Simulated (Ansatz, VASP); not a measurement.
B2AsH2: VASP beside Ansatz

```
CELL_PARAMETERS angstrom
3.78964 0.00000 0.00000
-1.89482 3.28193 0.00000
0.00000 0.00000 7.40288
ATOMIC_POSITIONS crystal
B 0.33333 0.66667 0.50000
B 0.66667 0.33333 0.50000
H 0.00000 0.00000 0.05070
H 0.00000 0.00000 0.94930
As 0.00000 0.00000 0.50000
```

Alike in both runs: functional PBE; k mesh 6 × 6 × 4; occupations gaussian, width 0.1 eV; no spin polarisation.

Ansatz relaxed the structure, and its values are those at the end. VASP's run is a single point on that final structure, the one shown.

|  | VASP | Ansatz |
| --- | --- | --- |
| version | VASP 6.6.1 | Ansatz 0.2.0 |
| potentials or method | VASP PAW PBE potentials, release 64 (B, H, As_d), cutoff 560 eV | scalar-relativistic, plane waves, PAW |
| valence electrons in the cell | 23 | 23 |

```tsv
	VASP	Ansatz	Ansatz less VASP
gap on the k mesh at the Fermi level (eV)	none	none	-
pressure (GPa)	0.0	0.0	+0.01
rms of the force components (eV/Å)	0.002	0.004	+0.0021
```

A gap of «none» marks a metal or a gap that the smearing closes. With one functional, cell and mesh, what is left measures potentials, basis and numerics.
